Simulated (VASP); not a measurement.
# Y (P6_3/mmc) in VASP: a series of runs

Runs on Y. Level: PBE. Tasks: relaxation of shape and atoms at fixed volume.

All numbers are computed with VASP 6.6.1; they aren't measurements. Logs are shortened: lines on timing, memory, paths and dates and some standing lists are left out, and cuts for length are marked.

### 1 The cell of the first run

It takes space group P6_3/mmc (No. 194, hexagonal). Conventional cell: a = 2.656 Å, b = 2.656 Å, c = 8.524 Å, α = 90.00°, β = 90.00°, γ = 120.00°. Y (site symmetry -3m) has 12 Y at 2.63 to 2.66 Å within 3.5 Å. Y (site symmetry -6m2) has 12 Y at 2.63 to 2.66 Å within 3.5 Å.

### 2 Relaxation of shape and atoms at fixed volume, PBE

File INCAR:

```
PREC = Accurate
ENCUT = 600
EDIFF = 1E-7
ISMEAR = -1
SIGMA = 0.08
LREAL = F
LASPH = T
NELM = 100
ALGO = Normal
ISIF = 4
LWAVE = F
LCHARG = F
GGA = PE
IBRION = 2
NSW = 50
EDIFFG = -0.005
```

File KPOINTS:

```
Automatic mesh
0
Gamma
  10 10 3
```

File POSCAR:

```
Y
1.0
    2.6559989219      0.0000000000      0.0000000000
   -1.3279994609      2.3001625388      0.0000000000
    0.0000000000      0.0000000000      8.5239514257
Y
4
Direct
    0.0000000000      0.0000000000      0.0000000000
    0.0000000000      0.0000000000      0.5000000000
    0.3333333333      0.6666666667      0.2500000000
    0.6666666667      0.3333333333      0.7500000000
```

Potentials or basis: VASP PAW PBE potentials, release 64 (Y_sv).

Run with:

```bash
cat potpaw_PBE.64/Y_sv/POTCAR > POTCAR
mpirun -np 1 vasp_std > vasp.out
```

OUTCAR:

```text
PREC = Accurate
   ENCUT = 600
   EDIFF = 1E-7
   ISMEAR = -1
   LREAL = F
   LASPH = T
   NELM = 100
   ISIF = 4
   GGA = PE
   IBRION = 2
   NSW = 50
   EDIFFG = -0.005

 ion  position               nearest neighbor table
   1  0.000  0.000  0.000-   3 2.63   4 2.63   3 2.63   4 2.63   4 2.63   3 2.63   4 3.73   3 3.73
                             3 3.73   4 3.73   3 3.73   4 3.73   2 4.26   2 4.26
   2  0.000  0.000  0.500-   3 2.63   4 2.63   3 2.63   4 2.63   4 2.63   3 2.63   4 3.73   3 3.73
                             3 3.73   4 3.73   3 3.73   4 3.73   1 4.26   1 4.26
   3  0.333  0.667  0.250-   1 2.63   2 2.63   1 2.63   2 2.63   1 2.63   2 2.63   1 3.73   2 3.73
                             1 3.73   2 3.73   1 3.73   2 3.73
   4  0.667  0.333  0.750-   1 2.63   2 2.63   1 2.63   2 2.63   1 2.63   2 2.63   1 3.73   2 3.73
                             1 3.73   2 3.73   1 3.73   2 3.73

  LATTYP: Found a hexagonal cell.
 ALAT       =     2.6559989219
 C/A-ratio  =     3.2093203636

  Lattice vectors:

 A1 = (   2.6559989219,   0.0000000000,   0.0000000000)
 A2 = (  -1.3279994609,   2.3001625388,   0.0000000000)
 A3 = (   0.0000000000,   0.0000000000,   8.5239514257)

Analysis of symmetry for initial positions (statically):
=====================================================================
 Subroutine PRICEL returns:
 Original cell was already a primitive cell.

 Routine SETGRP: Setting up the symmetry group for a
 hexagonal supercell.

 Subroutine GETGRP returns: Found 24 space group operations
 (whereof 12 operations were pure point group operations)
 out of a pool of 24 trial point group operations.

The static configuration has the point symmetry D_3d.
 The point group associated with its full space group is D_6h.

Analysis of symmetry for dynamics (positions and initial velocities):
=====================================================================
 Subroutine PRICEL returns:
 Original cell was already a primitive cell.

 Routine SETGRP: Setting up the symmetry group for a
 hexagonal supercell.

 Subroutine GETGRP returns: Found 24 space group operations
 (whereof 12 operations were pure point group operations)
 out of a pool of 24 trial point group operations.

The dynamic configuration has the point symmetry D_3d.
 The point group associated with its full space group is D_6h.

 Subroutine INISYM returns: Found 24 space group operations
 (whereof 12 operations are pure point group operations),
 and found     1 'primitive' translations

----------------------------------------------------------------------------------------

                                     Primitive cell

  volume of cell :      52.0748

  direct lattice vectors                    reciprocal lattice vectors
     2.655998922  0.000000000  0.000000000     0.376506177  0.217375943  0.000000000
    -1.327999461  2.300162539  0.000000000     0.000000000  0.434751885  0.000000000
     0.000000000  0.000000000  8.523951426     0.000000000  0.000000000  0.117316483

  length of vectors
     2.655998922  2.655998922  8.523951426     0.434751885  0.434751885  0.117316483

  position of ions in fractional coordinates (direct lattice)
     0.000000000  0.000000000  0.000000000
     0.000000000  0.000000000  0.500000000
     0.333333333  0.666666667  0.250000000
     0.666666667  0.333333333  0.750000000

  ion indices of the primitive-cell ions
   primitive index   ion index
                 1           1
                 2           2
                 3           3
                 4           4

----------------------------------------------------------------------------------------

 KPOINTS: Automatic mesh

Automatic generation of k-mesh.
 Grid dimensions read from file:
 generate k-points for:   10   10    3

 Generating k-lattice:

  Cartesian coordinates                     Fractional coordinates (reciprocal lattice)
     0.037650618  0.021737594  0.000000000     0.100000000 -0.000000000  0.000000000
     0.000000000  0.043475189  0.000000000     0.000000000  0.100000000  0.000000000
     0.000000000  0.000000000  0.039105494     0.000000000  0.000000000  0.333333333

  Length of vectors
     0.043475189  0.043475189  0.039105494

  Shift w.r.t. Gamma in fractional coordinates (k-lattice)
     0.000000000  0.000000000  0.000000000

 Subroutine IBZKPT returns following result:
 ===========================================

 Found     28 irreducible k-points:

 Following reciprocal coordinates:
            Coordinates               Weight
  0.000000  0.000000  0.000000      1.000000
  0.100000  0.000000  0.000000      6.000000
  0.200000  0.000000  0.000000      6.000000
  0.300000 -0.000000  0.000000      6.000000
  0.400000 -0.000000  0.000000      6.000000
  0.500000 -0.000000  0.000000      3.000000
[... 16 lines left out ...]
  0.300000  0.100000  0.333333     24.000000
  0.400000  0.100000  0.333333     24.000000
 [... further k-points ...]
   k-points           NKPTS =     28   k-points in BZ     NKDIM =     28   number of bands    NBANDS=     26
   number of dos      NEDOS =    301   number of ions     NIONS =      4
   total plane-waves  NPLWV =  40320
   dimension x,y,z NGX =    24 NGY =   24 NGZ =   70
   dimension x,y,z NGXF=    48 NGYF=   48 NGZF=  140
   ions per type =               4
   NGX,Y,Z   is equivalent  to a cutoff of  15.02, 15.02, 13.65 a.u.
   NGXF,Y,Z  is equivalent  to a cutoff of  30.04, 30.04, 27.30 a.u.
 SYSTEM =  unknown system
   PREC   = accura    normal or accurate (medium, high low for compatibility)
   ISTART =      0    job   : 0-new  1-cont  2-samecut
   ICHARG =      2    charge: 1-file 2-atom 10-const
   ISPIN  =      1    spin polarized calculation?
   LNONCOLLINEAR =      F non collinear calculations
   LSORBIT =      F    spin-orbit coupling
   LASPH  =      T    aspherical Exc in radial PAW
   ENCUT  =  600.0 eV  44.10 Ry    6.64 a.u.   5.30  5.30 17.02*2*pi/ulx,y,z
   NELM   =    100;   NELMIN=  2; NELMDL= -5     # of ELM steps
   EDIFF  = 0.1E-06   stopping-criterion for ELM
   LREAL  =      F    real-space projection
   EDIFFG = -.5E-02   stopping-criterion for IOM
   NSW    =     50    number of steps for IOM
   IBRION =      2    ionic relax: 0-MD 1-quasi-New 2-CG
   NFREE  =      1    steps in history (QN), initial steepest desc. (CG)
   ISIF   =      4    stress and relaxation
   ISYM   =      2    0-nonsym 1-usesym 2-fastsym
   POTIM  = 0.5000    time-step for ionic-motion
   TEBEG  =    0.0;   TEEND  =   0.0 temperature during run
   PSTRESS=    0.0 pullay stress
   NELECT =      44.0000    total number of electrons
   NUPDOWN=      -1.0000    fix difference up-down
   EMIN   =  10.00;   EMAX   =-10.00  energy-range for DOS
   EFERMI =   0.00;   METHOD = LEGACY
   ISMEAR =    -1;   SIGMA  =   0.08  broadening in eV -4-tet -1-fermi 0-gaus
   EFERMI_NEDOS =   21; number of points for ismear=-14 and -15
   IALGO  =     38    algorithm
   IMIX   =      4    mixing-type and parameters
     AMIX     =   0.40;   BMIX     =  1.00
     AMIX_MAG =   1.60;   BMIX_MAG =  1.00
  volume/ion in A,a.u.               =      13.02        87.85
  Fermi-wavevector in a.u.,A,eV,Ry     =   1.547687  2.924705 32.590531  2.395336
  Thomas-Fermi vector in A             =   2.652745
   LORBIT       =      0    0 simple, 1 ext, 2 COOP (PROOUT), +10 PAW based schemes
   GGA     = PE    functional components
   LHFCALC =     F    Hartree Fock is set to
   AEXX    =    0.0000 exact exchange contribution
   IVDW    =     0    specifies the selected vdW correction
   LEPSILON=     F    determine dielectric tensor
   LRPA    =     F    only Hartree local field effects (RPA)
 conjugate gradient relaxation of ions
 non-spin polarized calculation
  energy-cutoff  :      600.00
  volume of cell :       52.07
 maximum number of plane-waves:      1757
 NGX is ok and might be reduce to    24
   NGX = 11   NGY = 11   NGZ = 35

--------------------------------------- Ionic step        1  -------------------------------------------

 number of electron      43.9999999 magnetization

 Free energy of the ion-electron system (eV)
  ---------------------------------------------------
  ext. energy  EPLUGINS =         0.00000000
  ---------------------------------------------------
  free energy    TOTEN  =        -7.37729277 eV

  energy without entropy =       -7.30159663  energy(sigma->0) =       -7.33944470

------------------------ aborting loop because EDIFF is reached ----------------------------------------

  FORCE on cell =-STRESS in cart. coord.  units (eV):
  Direction    XX          YY          ZZ          XY          YZ          ZX
  --------------------------------------------------------------------------------------
  -------------------------------------------------------------------------------------
  Total       47.7454148     47.7454148     48.1654299      0.0000000      0.0000000      0.0000000
  in kB     1468.9765629   1468.9765629   1481.8991075      0.0000000      0.0000000      0.0000000
  external PRESSURE =    1473.2840778 kB  Pullay stress =       0.0000000 kB

 VOLUME and BASIS-vectors are now :
 -----------------------------------------------------------------------------
  energy-cutoff  :      600.00
  volume of cell :       52.07
      direct lattice vectors                 reciprocal lattice vectors
     2.655998922  0.000000000  0.000000000     0.376506177  0.217375943  0.000000000
    -1.327999461  2.300162539  0.000000000     0.000000000  0.434751885  0.000000000
     0.000000000  0.000000000  8.523951426     0.000000000  0.000000000  0.117316483
[... 39 lines left out ...]
 POSITION                                       TOTAL-FORCE (eV/Angst)
 -----------------------------------------------------------------------------------
     -1.32576      2.29629      8.55276         0.000000      0.000000      0.000000
     -1.32576      2.29629      4.27638         0.000000     -0.000000      0.000000
     -0.00000      1.53086      2.13819        -0.000000      0.000000      0.000000
      1.32576      0.76543      6.41457         0.000000     -0.000000     -0.000000
 -----------------------------------------------------------------------------------
    total drift:                               -0.000000      0.000000      0.000000

  FREE ENERGIE OF THE ION-ELECTRON SYSTEM (eV)
  ---------------------------------------------------
  free  energy   TOTEN  =        -7.3783205080 eV

  energy  without entropy=       -7.3045313055  energy(sigma->0) =       -7.34142591

--------------------------------------- Ionic step        3  -------------------------------------------

 number of electron      43.9999998 magnetization

 Free energy of the ion-electron system (eV)
  ---------------------------------------------------
  ext. energy  EPLUGINS =         0.00000000
  ---------------------------------------------------
  free energy    TOTEN  =        -7.37853106 eV

  energy without entropy =       -7.30653366  energy(sigma->0) =       -7.34253236

 E-fermi :   9.5476     XC(G=0): -13.7985

 val. band max:        9.5394175721   @ k =   0.3000   0.1000   0.3333
 cond. band min:       9.5884128925   @ k =   0.2000   0.2000   0.3333
 fundamental gap:      0.0489953204
 Fermi energy:         9.5476488658

 k-point     1 :       0.0000    0.0000    0.0000
  band No.  band energies     occupation
      1     -34.0860      2.00000
      2     -33.2564      2.00000
      3     -33.2075      2.00000
      4     -32.2036      2.00000
      5     -16.5106      2.00000
      6     -13.5207      2.00000
[... 18 lines left out ...]
     25      11.4347      0.00000
     26      11.9803      0.00000
[... 644 lines left out ...]
      4     -31.6875      2.00000
      5     -16.0147      2.00000
      6     -15.8649      2.00000
[... 18 lines left out ...]
     25      10.6470      0.00000
     26      12.2206      0.00000

 [... further k-points ...]

------------------------ aborting loop because EDIFF is reached ----------------------------------------

  FORCE on cell =-STRESS in cart. coord.  units (eV):
  Direction    XX          YY          ZZ          XY          YZ          ZX
  --------------------------------------------------------------------------------------
  -------------------------------------------------------------------------------------
  Total       47.8539256     47.8539256     47.8478641      0.0000000     -0.0000000      0.0000000
  in kB     1472.3150994   1472.3150994   1472.1286039      0.0000001     -0.0000000      0.0000000
  external PRESSURE =    1472.2529342 kB  Pullay stress =       0.0000000 kB

 VOLUME and BASIS-vectors are now :
 -----------------------------------------------------------------------------
  energy-cutoff  :      600.00
  volume of cell :       52.07
      direct lattice vectors                 reciprocal lattice vectors
     2.648433571  0.000000000  0.000000000     0.377581681  0.217996885 -0.000000000
    -1.324216785  2.293610752 -0.000000000    -0.000000000  0.435993770 -0.000000000
     0.000000000  0.000000000  8.572718962    -0.000000000  0.000000000  0.116649106

 POSITION                                       TOTAL-FORCE (eV/Angst)
 -----------------------------------------------------------------------------------
      0.00000      0.00000      0.00000         0.000000      0.000000      0.000000
      0.00000      0.00000      4.28636         0.000000      0.000000      0.000000
     -0.00000      1.52907      2.14318        -0.000000      0.000000     -0.000000
      1.32422      0.76454      6.42954         0.000000     -0.000000      0.000000
 -----------------------------------------------------------------------------------
    total drift:                               -0.000000      0.000000      0.000000

  FREE ENERGIE OF THE ION-ELECTRON SYSTEM (eV)
  ---------------------------------------------------
  free  energy   TOTEN  =        -7.3785310602 eV

  energy  without entropy=       -7.3065336580  energy(sigma->0) =       -7.34253236

 reached required accuracy - stopping structural energy minimisation
```

It took 3 min on 1 thread of Intel Xeon 8259CL, shared host; peak memory 0.22 GiB.

Results:

```yaml
Free_energy: -7.3785 eV
Energy_gained_by_relaxing: 0.3 meV/atom
Ionic_steps: 3
Pressure_after_relaxing: 147.2 GPa
Band_gap_on_the_k_mesh: zero (bands 22 and 23 overlap by 2.25 eV)
```

Step by step:
| step | energy change (eV) | largest force (eV/Å) | pressure (GPa) | volume (Å³) |
| --- | --- | --- | --- | --- |
| 1 | 0.0000 | 0.0000 | 147.33 | 52.07 |
| 2 | -0.0010 | 0.0000 | 147.27 | 52.07 |
| 3 | -0.0012 | 0.0000 | 147.23 | 52.07 |

Final structure:
```yaml
crystal:
  lattice:
    - [2.64843, 0.00000, 0.00000]
    - [-1.32422, 2.29361, 0.00000]
    - [0.00000, 0.00000, 8.57272]
  atoms:
    - { symbol: Y, position: [0.00000, 0.00000, 0.00000] }
    - { symbol: Y, position: [0.00000, 0.00000, 0.50000] }
    - { symbol: Y, position: [0.33333, 0.66667, 0.25000] }
    - { symbol: Y, position: [0.66667, 0.33333, 0.75000] }
```

### 3 Relaxation of shape and atoms at fixed volume, PBE

This run uses another cell than the first one, of 16.27 Å³/atom.

File INCAR:

```
ALGO = Normal ; EDIFF = 1E-7
EDIFFG = -0.005 ; ENCUT = 600
GGA = PE ; IBRION = 2
ISIF = 4 ; ISMEAR = -1
LASPH = T ; LCHARG = F
LREAL = F ; LWAVE = F
NELM = 80 ; NSW = 50
PREC = Accurate ; SIGMA = 0.08
```

File KPOINTS:

```
k-points
0
Gamma
  10 10 3
```

File POSCAR:

```
Y
1.0
    2.8610881070      0.0000000000      0.0000000000
   -1.4305440535      2.4777749832      0.0000000000
    0.0000000000      0.0000000000      9.1821483239
Y
4
Direct
    0.0000000000      0.0000000000      0.0000000000
    0.0000000000      0.0000000000      0.5000000000
    0.3333333333      0.6666666667      0.2500000000
    0.6666666667      0.3333333333      0.7500000000
```

Potentials or basis: VASP PAW PBE potentials, release 64 (Y_sv).

Run with:

```bash
cat potpaw_PBE.64/Y_sv/POTCAR > POTCAR
mpirun -np 1 vasp_std > vasp.out
```

Wall time 3.4 min (1 thread of Intel Xeon 8259CL, shared host); peak memory 0.24 GiB.

Results (log left out):

| Property | Result |
| --- | --- |
| Free energy | -16.0996 eV |
| Energy gained by relaxing | 0.5 meV/atom |
| Ionic steps | 2 |
| Pressure after relaxing | 76.8 GPa |
| Band gap on the k mesh | zero (bands 22 and 23 overlap by 2.19 eV) |

Step by step:
```csv
step,energy change (eV),largest force (eV/Å),pressure (GPa),volume (Å³)
1,0.0000,0.0000,76.80,65.09
2,-0.0019,0.0000,76.76,65.09
```

Final structure:
```xyz
4
Lattice="2.8689 0.0000 0.0000 -1.4345 2.4846 0.0000 0.0000 0.0000 9.1320" Properties=species:S:1:pos:R:3 pbc="T T T"
Y     2.8689    0.0000    9.1320
Y     2.8689    0.0000    4.5660
Y     0.0000    1.6564    2.2830
Y     1.4345    0.8282    6.8490
```

Levels at points of the mesh, in eV from the Fermi level:
```csv
k point,band 20,band 21,band 22,band 23,band 24,band 25
"(0.00, 0.00, 0.00)",-2.57,1.53,1.53,1.61,1.68,1.68
"(0.50, 0.00, 0.00)",-2.24,-1.57,-0.58,-0.51,0.98,1.39
```

### 4 Relaxation of shape and atoms at fixed volume, PBE

This run uses another cell than the first one, of 19.53 Å³/atom.

File INCAR:

```
SYSTEM = Y
PREC = Accurate ; ENCUT = 600
EDIFF = 1E-6 ; ISMEAR = -1
SIGMA = 0.08 ; LREAL = .False.
LASPH = .True. ; NELM = 100
ALGO = Normal ; ISIF = 4
LWAVE = .False. ; LCHARG = .False.
GGA = PE ; IBRION = 2
NSW = 50 ; EDIFFG = -0.005
```

File KPOINTS:

```
regular mesh
0
Gamma
  10 10 3
  0 0 0
```

File POSCAR:

```
Y
1.0
    3.0403597941      0.0000000000      0.0000000000
   -1.5201798970      2.6330288184      0.0000000000
    0.0000000000      0.0000000000      9.7574885999
Y
4
Direct
    0.0000000000      0.0000000000      0.0000000000
    0.0000000000      0.0000000000      0.5000000000
    0.3333333333      0.6666666667      0.2500000000
    0.6666666667      0.3333333333      0.7500000000
```

Run with:

```bash
cat potpaw_PBE.64/Y_sv/POTCAR > POTCAR
mpirun -np 1 vasp_std > vasp.out
```

Wall time 3.2 min (1 thread of Intel Xeon 8259CL, shared host); peak memory 0.24 GiB.

Results (log left out):

| Quantity | Value |
| --- | --- |
| Free energy | -20.8477 eV |
| Energy gained by relaxing | 0.0 meV/atom |
| Ionic steps | 2 |
| Pressure after relaxing | 43.3 GPa |
| Band gap on the k mesh | zero (bands 22 and 23 overlap by 2.31 eV) |

Final structure:
```
Y
1.0
     3.04191    0.00000    0.00000
    -1.52096    2.63437    0.00000
     0.00000    0.00000    9.74754
Y
4
Direct
  0.00000 0.00000 0.00000
  0.00000 0.00000 0.50000
  0.33333 0.66667 0.25000
  0.66667 0.33333 0.75000
```

Levels at points of the mesh, in eV from the Fermi level:
```csv
k point,band 19,band 20,band 21,band 22,band 23,band 24,band 25,band 26
"(0.00, 0.00, 0.00)",-2.91,-2.80,1.14,1.22,1.75,1.75,1.86,1.86
"(0.50, 0.00, 0.00)",-2.53,-1.74,-1.09,-0.55,-0.43,0.84,1.64,1.77
```

### 5 Overview

```tsv
cell	gap on the mesh (eV)	pressure (GPa)
relaxed from a = 2.656, b = 2.656, c = 8.524 Å, angles 90.0, 90.0, 120.0°, 4 atoms	none	147.2
relaxed from a = 2.861, b = 2.861, c = 9.182 Å, angles 90.0, 90.0, 120.0°, 4 atoms	none	76.8
relaxed from a = 3.040, b = 3.040, c = 9.757 Å, angles 90.0, 90.0, 120.0°, 4 atoms	none	43.3
```

Alike in all rows: task relaxation of shape and atoms at fixed volume; level PBE; potentials or basis VASP PAW PBE potentials, release 64 (Y_sv); no spin polarisation; k mesh 10 × 10 × 3; cutoff (eV) 600; smearing fermi-dirac 0.08 eV.

Total energies depend on the potentials used, so only differences within one code and one set of settings carry meaning.

The gap in the log of VASP goes by the Fermi energy; the results here count the filled bands.